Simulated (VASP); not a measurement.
KBeBr:

```
K Be Br
1.0
     4.70547    0.00000    0.00000
     0.00000    4.70547    0.00000
     0.00000    0.00000    6.65454
K Be Br
2 2 2
Direct
  0.50000 0.50000 0.50000
  0.00000 0.00000 0.50000
  0.00000 0.00000 0.00000
  0.50000 0.50000 0.00000
  0.50000 0.00000 0.75000
  0.00000 0.50000 0.25000
```

* Program: VASP 6.6.1
* Task: relaxation of cell and atoms
* Functional: PBE
* Potentials or basis: VASP PAW PBE potentials, release 64 (K_sv, Be, Br)
* Cutoff: 600 eV
* k mesh: 4 × 4 × 4
* Occupations: gaussian, width 0.1 eV
* Spin: no spin polarisation

At the start: pressure 13.3 GPa; volume 24.56 Å³/atom.

Task: How do energy, volume and symmetry change on relaxing?

Result: Over 17 steps the energy falls by 514.0 meV/atom and the volume is 46.79 Å³/atom (+90.6 %); space group P4/nmm (No. 129, to 0.1 Å) before and after.

Step by step:
```csv
step,energy change (eV),largest force (eV/Å),pressure (GPa),volume (Å³)
1,0.0000,0.2053,13.30,147.34
2,-2.1370,0.6478,2.93,195.22
3,-2.4050,0.7808,0.98,217.90
4,-2.3638,0.9045,-0.90,268.39
5,-2.4583,0.8581,-0.19,241.66
6,-2.4605,0.8494,-0.06,238.19
7,-2.5888,0.7405,-0.07,240.46
8,-2.8452,0.4657,-0.11,246.53
9,-2.8272,0.1541,-0.05,254.80
10,-2.9168,0.2912,-0.13,251.23
11,-2.9546,0.2489,0.03,248.61
12,-3.0015,0.1046,0.55,242.03
13,-3.0296,0.0975,0.39,248.35
14,-3.0746,0.0755,0.05,267.75
15,-3.0805,0.0689,-0.03,275.86
16,-3.0817,0.0653,-0.08,281.23
17,-3.0842,0.0366,-0.02,280.76
```

Final structure:
```
K Be Br
1.0
     5.99423    0.00000    0.00000
     0.00000    5.99423    0.00000
     0.00000    0.00000    7.81394
K Be Br
2 2 2
Direct
  0.50000 0.50000 0.50000
  0.00000 0.00000 0.50000
  0.00000 0.00000 0.00000
  0.50000 0.50000 0.00000
  0.50000 0.00000 0.65169
  0.00000 0.50000 0.34831
```

Caveat: the volume moved by over 15 % at a fixed basis, so the end points are rough.
